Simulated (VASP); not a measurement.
La2O3: single point with PBE

La2O3:

```
La O
1.0
    11.82172    0.00000    0.00000
    -5.91086   10.23791    0.00000
     0.00000    0.00000    6.18786
La O
18 27
Direct
  0.22222 0.11111 0.75263
  0.11111 0.22222 0.24737
  0.22222 0.44444 0.75263
  0.11111 0.55556 0.24737
  0.22222 0.77778 0.75263
  0.11111 0.88889 0.24737
  0.55556 0.11111 0.75263
  0.44444 0.22222 0.24737
  0.55556 0.44444 0.75263
  0.44444 0.55556 0.24737
  0.55556 0.77778 0.75263
  0.44444 0.88889 0.24737
  0.88889 0.11111 0.75263
  0.77778 0.22222 0.24737
  0.88889 0.44444 0.75263
  0.77778 0.55556 0.24737
  0.88889 0.77778 0.75263
  0.77778 0.88889 0.24737
  0.22222 0.11111 0.35469
  0.11111 0.22222 0.64531
  0.00000 0.00000 0.00000
  0.22222 0.44444 0.35469
  0.11111 0.55556 0.64531
  0.00000 0.33333 0.00000
  0.22222 0.77778 0.35469
  0.11111 0.88889 0.64531
  0.00000 0.66667 0.00000
  0.55556 0.11111 0.35469
  0.44444 0.22222 0.64531
  0.33333 0.00000 0.00000
  0.55556 0.44444 0.35469
  0.44444 0.55556 0.64531
  0.33333 0.33333 0.00000
  0.55556 0.77778 0.35469
  0.44444 0.88889 0.64531
  0.33333 0.66667 0.00000
  0.88889 0.11111 0.35469
  0.77778 0.22222 0.64531
  0.66667 0.00000 0.00000
  0.88889 0.44444 0.35469
  0.77778 0.55556 0.64531
  0.66667 0.33333 0.00000
  0.88889 0.77778 0.35469
  0.77778 0.88889 0.64531
  0.66667 0.66667 0.00000
```

```json
{
 "Program": "VASP 6.6.1",
 "Task": "single point",
 "Functional": "PBE",
 "Potentials or basis": "VASP PAW PBE potentials, release 64 (La, O)",
 "Cutoff": "600 eV",
 "k mesh": "1 × 1 × 2",
 "Occupations": "fermi-dirac, width 0.01 eV",
 "Spin": "no spin polarisation"
}
```

```json
{
  "Pressure": "-0.5 GPa",
  "Largest force": "0.037 eV/Å",
  "Band gap on the k mesh": "3.93 eV"
}
```

Forces in eV/Å, atoms in the order of the input:
```
La   0.000  0.000 -0.037
La   0.000  0.000  0.037
La   0.000  0.000 -0.037
La   0.000  0.000  0.037
La   0.000  0.000 -0.037
La   0.000  0.000  0.037
La   0.000  0.000 -0.037
La   0.000  0.000  0.037
La   0.000  0.000 -0.037
La   0.000  0.000  0.037
La   0.000  0.000 -0.037
La   0.000  0.000  0.037
La   0.000  0.000 -0.037
La   0.000  0.000  0.037
La   0.000  0.000 -0.037
La   0.000  0.000  0.037
La   0.000  0.000 -0.037
La   0.000  0.000  0.037
O    0.000  0.000 -0.024
O    0.000  0.000  0.024
O    0.000  0.000  0.000
O    0.000  0.000 -0.024
O    0.000  0.000  0.024
O    0.000  0.000  0.000
O    0.000  0.000 -0.024
O    0.000  0.000  0.024
O    0.000  0.000  0.000
O    0.000  0.000 -0.024
O    0.000  0.000  0.024
O    0.000  0.000  0.000
O    0.000  0.000 -0.024
O    0.000  0.000  0.024
O    0.000  0.000  0.000
O    0.000  0.000 -0.024
O    0.000  0.000  0.024
O    0.000  0.000  0.000
O    0.000  0.000 -0.024
O    0.000  0.000  0.024
O    0.000  0.000  0.000
O    0.000  0.000 -0.024
O    0.000  0.000  0.024
O    0.000  0.000  0.000
O    0.000  0.000 -0.024
O    0.000  0.000  0.024
O    0.000  0.000  0.000
```

Stress tensor (GPa, compression positive):
```
-0.56  0.00  0.00
 0.00 -0.56  0.00
 0.00  0.00 -0.33
```

Levels at points of the mesh, in eV from the valence-band top:
```
           k point  band 178  band 179  band 180  band 181  band 182  band 183
(0.00, 0.00, 0.00)     -0.05     -0.05     -0.03      3.93      3.93      4.07
(0.00, 0.00, 0.50)      0.00      0.00      0.00      4.29      4.29      4.44
```

Run time: 59 min on 1 thread of Intel Xeon 8259CL, on a shared host, peak memory 1.1 GiB.

Caveat: the k points lie up to 0.61 Å⁻¹ apart; spin-orbit coupling is left out, which moves the levels of the heavy elements. A k mesh can miss the band edges.
